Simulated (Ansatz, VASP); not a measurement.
# Sr: VASP beside Ansatz

File INCAR:

```
SYSTEM = Sr
ALGO = Normal ; EDIFF = 1E-6
ENCUT = 520 ; GGA = PE
ISIF = 2 ; ISMEAR = 0
LASPH = .True. ; LCHARG = .False.
LREAL = .False. ; LWAVE = .False.
NBANDS = 11 ; NELM = 100
PREC = Accurate ; SIGMA = 0.1
```

KPOINTS

```
k-points
0
Gamma
  10 10 10
  0 0 0
```

File POSCAR:

```
Sr
1.0
   -2.5021877500      2.5021877500      2.4294377500
    2.5021877500     -2.5021877500      2.4294377500
    2.5021877500      2.5021877500     -2.4294377500
Sr
1
Direct
    0.0000000000      0.0000000000      0.0000000000
```

Input for Ansatz:

```yaml
crystal:
  lattice:
    - [-2.50218775, 2.50218775, 2.42943775]
    - [2.50218775, -2.50218775, 2.42943775]
    - [2.50218775, 2.50218775, -2.42943775]
  atoms:
    - { symbol: Sr, position: [0.0, 0.0, 0.0] }
basis:
  ecutwfc: 420
kpoints:
  mp_grid: { grid: [10, 10, 10] }
hamiltonian:
  xc: pbe
scf:
  occupations: { method: gaussian, width: 0.1 }
output:
  forces: true
  stress: true
  eigenvalues: true
  populations: true
```

Alike in both runs: task single point; functional PBE; k mesh 10 × 10 × 10; occupations gaussian, width 0.1 eV; no spin polarisation.

```csv
,VASP,Ansatz
version,VASP 6.6.1,Ansatz 0.2.0
potentials or method,"VASP PAW PBE potentials, release 64 (Sr_sv), cutoff 520 eV","scalar-relativistic, plane waves, PAW"
valence electrons in the cell,10,10
```

```csv
,VASP,Ansatz,Ansatz less VASP
gap on the k mesh at the Fermi level (eV),none,none,-
pressure (GPa),-1.1,-1.1,0.00
```

A gap of «none» marks a metal or a gap that the smearing closes.
